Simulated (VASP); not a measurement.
# TiPt3 (Pm-3m) in VASP: further runs

Aim: see how the results for TiPt3 move with the level of theory and the settings. Levels: LDA, PBE. Tasks: single point.

Program: VASP 6.6.1. These are calculated values, not measurements. Logs are shortened: lines on timing, memory, paths and dates and some standing lists are left out, and cuts for length are marked.

### Step 1. The cell of the first run

Symmetry: Pm-3m, No. 221, cubic system. Conventional cell: a = 3.923 Å, b = 3.923 Å, c = 3.923 Å, α = 90.00°, β = 90.00°, γ = 90.00°. Pt (site symmetry 4/mmm) has 8 Pt at 2.77 Å and 4 Ti at 2.77 Å within 3.7 Å. Ti (site symmetry m-3m) has 12 Pt at 2.77 Å within 3.7 Å.

### Step 2. Single point, LDA

INCAR

```
PREC     = Accurate       # precision mode
ENCUT    = 520            # plane-wave cutoff, eV
EDIFF    = 1E-7           # SCF threshold, eV
ISMEAR   = -1             # smearing method
SIGMA    = 0.05           # smearing width, eV
LREAL    = F              # projectors in reciprocal space
LASPH    = T              # aspherical terms in the spheres
NELM     = 60             # most SCF steps
ALGO     = Normal         # electronic algorithm
ISIF     = 2              # what is computed and relaxed
LWAVE    = F              # write WAVECAR
LCHARG   = F              # write CHGCAR
GGA      = CA             # functional
NBANDS   = 29             # bands
```

KPOINTS

```
regular mesh
0
Gamma
  7 7 7
```

POSCAR

```
TiPt3
1.0
    3.9228086992      0.0000000000      0.0000000000
    0.0000000000      3.9228086992      0.0000000000
    0.0000000000      0.0000000000      3.9228086992
Pt Ti
3 1
Direct
    0.5000000000      0.5000000000      0.0000000000
    0.5000000000      0.0000000000      0.5000000000
    0.0000000000      0.5000000000      0.5000000000
    0.0000000000      0.0000000000      0.0000000000
```

Potentials or basis: VASP PAW LDA potentials, release 64 (Pt, Ti_sv).

On the command line:

```
$ cat potpaw_LDA.64/Pt/POTCAR potpaw_LDA.64/Ti_sv/POTCAR > POTCAR
$ mpirun -np 1 vasp_std > vasp.out
```

OUTCAR:

```text
PREC = Accurate
   ENCUT = 520
   EDIFF = 1E-7
   ISMEAR = -1
   LREAL = F
   LASPH = T
   NELM = 60
   ISIF = 2
   GGA = CA

 ion  position               nearest neighbor table
   1  0.500  0.500  0.000-   2 2.77   3 2.77   4 2.77   2 2.77   3 2.77   2 2.77   4 2.77   2 2.77
                             3 2.77   4 2.77   3 2.77   4 2.77
   2  0.500  0.000  0.500-   1 2.77   3 2.77   4 2.77   1 2.77   4 2.77   1 2.77   3 2.77   1 2.77
                             3 2.77   4 2.77   4 2.77   3 2.77
   3  0.000  0.500  0.500-   1 2.77   2 2.77   4 2.77   1 2.77   4 2.77   2 2.77   4 2.77   4 2.77
                             1 2.77   2 2.77   1 2.77   2 2.77
   4  0.000  0.000  0.000-   1 2.77   2 2.77   3 2.77   2 2.77   3 2.77   1 2.77   3 2.77   3 2.77
                             1 2.77   2 2.77   2 2.77   1 2.77

  LATTYP: Found a simple cubic cell.
 ALAT       =     3.9228086992

  Lattice vectors:

 A1 = (   3.9228086992,   0.0000000000,   0.0000000000)
 A2 = (   0.0000000000,   3.9228086992,   0.0000000000)
 A3 = (   0.0000000000,   0.0000000000,   3.9228086992)

Analysis of symmetry for initial positions (statically):
=====================================================================
 Subroutine PRICEL returns:
 Original cell was already a primitive cell.

 Routine SETGRP: Setting up the symmetry group for a
 simple cubic supercell.

 Subroutine GETGRP returns: Found 48 space group operations
 (whereof 48 operations were pure point group operations)
 out of a pool of 48 trial point group operations.

The static configuration has the point symmetry O_h .

Analysis of symmetry for dynamics (positions and initial velocities):
=====================================================================
 Subroutine PRICEL returns:
 Original cell was already a primitive cell.

 Routine SETGRP: Setting up the symmetry group for a
 simple cubic supercell.

 Subroutine GETGRP returns: Found 48 space group operations
 (whereof 48 operations were pure point group operations)
 out of a pool of 48 trial point group operations.

The dynamic configuration has the point symmetry O_h .

 Subroutine INISYM returns: Found 48 space group operations
 (whereof 48 operations are pure point group operations),
 and found     1 'primitive' translations

----------------------------------------------------------------------------------------

                                     Primitive cell

  volume of cell :      60.3659

  direct lattice vectors                    reciprocal lattice vectors
     3.922808699  0.000000000  0.000000000     0.254919390  0.000000000  0.000000000
     0.000000000  3.922808699  0.000000000     0.000000000  0.254919390  0.000000000
     0.000000000  0.000000000  3.922808699     0.000000000  0.000000000  0.254919390

  length of vectors
     3.922808699  3.922808699  3.922808699     0.254919390  0.254919390  0.254919390

  position of ions in fractional coordinates (direct lattice)
     0.500000000  0.500000000  0.000000000
     0.500000000  0.000000000  0.500000000
     0.000000000  0.500000000  0.500000000
     0.000000000  0.000000000  0.000000000

  ion indices of the primitive-cell ions
   primitive index   ion index
                 1           1
                 2           2
                 3           3
                 4           4

----------------------------------------------------------------------------------------

 KPOINTS: regular mesh

Automatic generation of k-mesh.
 Grid dimensions read from file:
 generate k-points for:    7    7    7

 Generating k-lattice:

  Cartesian coordinates                     Fractional coordinates (reciprocal lattice)
     0.036417056  0.000000000  0.000000000     0.142857143  0.000000000  0.000000000
     0.000000000  0.036417056  0.000000000     0.000000000  0.142857143  0.000000000
     0.000000000  0.000000000  0.036417056     0.000000000  0.000000000  0.142857143

  Length of vectors
     0.036417056  0.036417056  0.036417056

  Shift w.r.t. Gamma in fractional coordinates (k-lattice)
     0.000000000  0.000000000  0.000000000

 Subroutine IBZKPT returns following result:
 ===========================================

 Found     20 irreducible k-points:

 Following reciprocal coordinates:
            Coordinates               Weight
  0.000000  0.000000  0.000000      1.000000
  0.142857  0.000000  0.000000      6.000000
  0.285714  0.000000  0.000000      6.000000
  0.428571  0.000000  0.000000      6.000000
  0.142857  0.142857  0.000000     12.000000
  0.285714  0.142857  0.000000     24.000000
[... 12 lines left out ...]
  0.428571  0.428571  0.285714     24.000000
  0.428571  0.428571  0.428571      8.000000
   k-points           NKPTS =     20   k-points in BZ     NKDIM =     20   number of bands    NBANDS=     29
   number of dos      NEDOS =    301   number of ions     NIONS =      4
   total plane-waves  NPLWV =  27000
   dimension x,y,z NGX =    30 NGY =   30 NGZ =   30
   dimension x,y,z NGXF=    60 NGYF=   60 NGZF=   60
   ions per type =               3   1
   NGX,Y,Z   is equivalent  to a cutoff of  12.71, 12.71, 12.71 a.u.
   NGXF,Y,Z  is equivalent  to a cutoff of  25.43, 25.43, 25.43 a.u.
 SYSTEM =  unknown system
   PREC   = accura    normal or accurate (medium, high low for compatibility)
   ISTART =      0    job   : 0-new  1-cont  2-samecut
   ICHARG =      2    charge: 1-file 2-atom 10-const
   ISPIN  =      1    spin polarized calculation?
   LNONCOLLINEAR =      F non collinear calculations
   LSORBIT =      F    spin-orbit coupling
   LASPH  =      T    aspherical Exc in radial PAW
   ENCUT  =  520.0 eV  38.22 Ry    6.18 a.u.   7.29  7.29  7.29*2*pi/ulx,y,z
   NELM   =     60;   NELMIN=  2; NELMDL= -5     # of ELM steps
   EDIFF  = 0.1E-06   stopping-criterion for ELM
   LREAL  =      F    real-space projection
   EDIFFG = 0.1E-05   stopping-criterion for IOM
   NSW    =      0    number of steps for IOM
   IBRION =     -1    ionic relax: 0-MD 1-quasi-New 2-CG
   NFREE  =      0    steps in history (QN), initial steepest desc. (CG)
   ISIF   =      2    stress and relaxation
   ISYM   =      2    0-nonsym 1-usesym 2-fastsym
   POTIM  = 0.5000    time-step for ionic-motion
   TEBEG  =    0.0;   TEEND  =   0.0 temperature during run
   PSTRESS=    0.0 pullay stress
   NELECT =      42.0000    total number of electrons
   NUPDOWN=      -1.0000    fix difference up-down
   EMIN   =  10.00;   EMAX   =-10.00  energy-range for DOS
   EFERMI =   0.00;   METHOD = LEGACY
   ISMEAR =    -1;   SIGMA  =   0.05  broadening in eV -4-tet -1-fermi 0-gaus
   EFERMI_NEDOS =   21; number of points for ismear=-14 and -15
   IALGO  =     38    algorithm
   IMIX   =      4    mixing-type and parameters
     AMIX     =   0.40;   BMIX     =  1.00
     AMIX_MAG =   1.60;   BMIX_MAG =  1.00
  volume/ion in A,a.u.               =      15.09       101.84
  Fermi-wavevector in a.u.,A,eV,Ry     =   1.450644  2.741319 28.631659  2.104368
  Thomas-Fermi vector in A             =   2.568232
   LORBIT       =      0    0 simple, 1 ext, 2 COOP (PROOUT), +10 PAW based schemes
   GGA     = CA    functional components
   LHFCALC =     F    Hartree Fock is set to
   AEXX    =    0.0000 exact exchange contribution
   IVDW    =     0    specifies the selected vdW correction
   LEPSILON=     F    determine dielectric tensor
   LRPA    =     F    only Hartree local field effects (RPA)
 non-spin polarized calculation
  energy-cutoff  :      520.00
  volume of cell :       60.37
 maximum number of plane-waves:      1647
 NGX is ok and might be reduce to    30
   NGX = 15   NGY = 15   NGZ = 15

 number of electron      42.0000002 magnetization

 Free energy of the ion-electron system (eV)
  ---------------------------------------------------
  ext. energy  EPLUGINS =         0.00000000
  ---------------------------------------------------
  free energy    TOTEN  =       -34.56721425 eV

  energy without entropy =      -34.55391575  energy(sigma->0) =      -34.56056500

 E-fermi :  11.3613     XC(G=0): -13.3928

 val. band max:       11.2400892662   @ k =   0.4286   0.0000   0.0000
 cond. band min:      11.3673452524   @ k =   0.0000   0.0000   0.0000
 fundamental gap:      0.1272559862
 Fermi energy:        11.3612575600

 k-point     1 :       0.0000    0.0000    0.0000
  band No.  band energies     occupation
      1     -46.1242      2.00000
      2     -22.7263      2.00000
      3     -22.7263      2.00000
      4     -22.7263      2.00000
      5       1.3189      2.00000
      6       4.1201      2.00000
[... 21 lines left out ...]
     28      13.3356      0.00000
     29      19.5462      0.00000

 k-point     2 :       0.1429    0.0000    0.0000
  band No.  band energies     occupation
      1     -46.1239      2.00000
      2     -22.7314      2.00000
      3     -22.7271      2.00000
      4     -22.7271      2.00000
      5       1.5838      2.00000
      6       4.2856      2.00000
[... 21 lines left out ...]
     28      14.6532      0.00000
     29      19.1182      0.00000

 k-point     3 :       0.2857    0.0000    0.0000
  band No.  band energies     occupation
      1     -46.1232      2.00000
      2     -22.7429      2.00000
      3     -22.7289      2.00000
      4     -22.7289      2.00000
      5       2.3277      2.00000
      6       4.6665      2.00000
[... 21 lines left out ...]
     28      16.5339      0.00000
     29      18.4154      0.00000

 k-point     4 :       0.4286    0.0000    0.0000
  band No.  band energies     occupation
      1     -46.1226      2.00000
      2     -22.7521      2.00000
      3     -22.7303      2.00000
      4     -22.7303      2.00000
      5       3.2850      2.00000
      6       4.6997      2.00000
[... 469 lines left out ...]
     28      14.9893      0.00000
     29      16.7363      0.00000

 k-point    19 :       0.4286    0.4286    0.2857
  band No.  band energies     occupation
      1     -46.1220      2.00000
      2     -22.7425      2.00000
      3     -22.7410      2.00000
      4     -22.7368      2.00000
      5       4.1549      2.00000
      6       4.4792      2.00000
[... 21 lines left out ...]
     28      14.2153      0.00000
     29      17.1475      0.00000

 k-point    20 :       0.4286    0.4286    0.4286
  band No.  band energies     occupation
      1     -46.1220      2.00000
      2     -22.7402      2.00000
      3     -22.7387      2.00000
      4     -22.7387      2.00000
      5       4.0320      2.00000
      6       4.2101      2.00000
[... 21 lines left out ...]
     28      13.0972      0.00000
     29      16.9222      0.00000

------------------------ aborting loop because EDIFF is reached ----------------------------------------

  FORCE on cell =-STRESS in cart. coord.  units (eV):
  Direction    XX          YY          ZZ          XY          YZ          ZX
  --------------------------------------------------------------------------------------
  -------------------------------------------------------------------------------------
  Total       -3.4715721     -3.4715721     -3.4715721      0.0000000     -0.0000000     -0.0000000
  in kB      -92.1394000    -92.1394000    -92.1394000      0.0000000     -0.0000000     -0.0000000
  external PRESSURE =     -92.1394000 kB  Pullay stress =       0.0000000 kB

 VOLUME and BASIS-vectors are now :
 -----------------------------------------------------------------------------
  energy-cutoff  :      520.00
  volume of cell :       60.37
      direct lattice vectors                 reciprocal lattice vectors
     3.922808699  0.000000000  0.000000000     0.254919390  0.000000000  0.000000000
     0.000000000  3.922808699  0.000000000     0.000000000  0.254919390  0.000000000
     0.000000000  0.000000000  3.922808699     0.000000000  0.000000000  0.254919390

 POSITION                                       TOTAL-FORCE (eV/Angst)
 -----------------------------------------------------------------------------------
      1.96140      1.96140      0.00000         0.000000      0.000000      0.000000
      1.96140      0.00000      1.96140         0.000000      0.000000      0.000000
      0.00000      1.96140      1.96140         0.000000      0.000000      0.000000
      0.00000      0.00000      0.00000         0.000000      0.000000      0.000000
 -----------------------------------------------------------------------------------
    total drift:                                0.000000      0.000000     -0.000000

  FREE ENERGIE OF THE ION-ELECTRON SYSTEM (eV)
  ---------------------------------------------------
  free  energy   TOTEN  =       -34.5672142535 eV

  energy  without entropy=      -34.5539157508  energy(sigma->0) =      -34.56056500
```

Wall time 37 s (1 thread of Intel Xeon Platinum 8259CL at 2.50GHz (Skylake/Cascade Lake), shared host); peak memory 0.16 GiB.

Results:

```yaml
Free_energy: -34.5672 eV
Pressure: -9.2 GPa
Band_gap_on_the_k_mesh: zero (bands 21 and 22 overlap by 1.45 eV)
```

Caveat: the cell stands under tension; spin-orbit coupling is left out, which moves the levels of the heavy elements.

### Step 3. Single point, PBE

INCAR

```
SYSTEM = TiPt3
PREC = Accurate
ENCUT = 520
EDIFF = 1E-7
ISMEAR = -1
SIGMA = 0.05
LREAL = .FALSE.
LASPH = .TRUE.
NELM = 80
ALGO = Normal
ISIF = 2
LWAVE = .FALSE.
LCHARG = .FALSE.
GGA = PE
NBANDS = 29
```

KPOINTS

```
Automatic mesh
0
G
  7 7 7
  0 0 0
```

POSCAR is that of step 2.

Potentials or basis: VASP PAW PBE potentials, release 64 (Pt, Ti_sv).

On the command line:

```
$ cat potpaw_PBE.64/Pt/POTCAR potpaw_PBE.64/Ti_sv/POTCAR > POTCAR
$ mpirun -np 1 vasp_std > vasp.out
```

Wall time 40 s (1 thread of Intel Xeon Platinum 8259CL at 2.50GHz (Skylake/Cascade Lake), shared host); peak memory 0.18 GiB.

The run converged. Its results:

* Free energy: -29.5380 eV
* Pressure: 4.4 GPa
* Band gap on the k mesh: zero (bands 21 and 22 overlap by 1.46 eV)

Levels at points of the mesh, in eV from the Fermi level:
| k point | band 18 | band 19 | band 20 | band 21 | band 22 | band 23 | band 24 | band 25 |
| --- | --- | --- | --- | --- | --- | --- | --- | --- |
| (0.00, 0.00, 0.00) | 0.00 | 0.00 | 0.00 | 1.34 | 1.34 | 1.58 | 1.58 | 1.58 |

Caveat: the cell stands under pressure; spin-orbit coupling is left out, which moves the levels of the heavy elements.

(Part 1 of 2 ends here.)
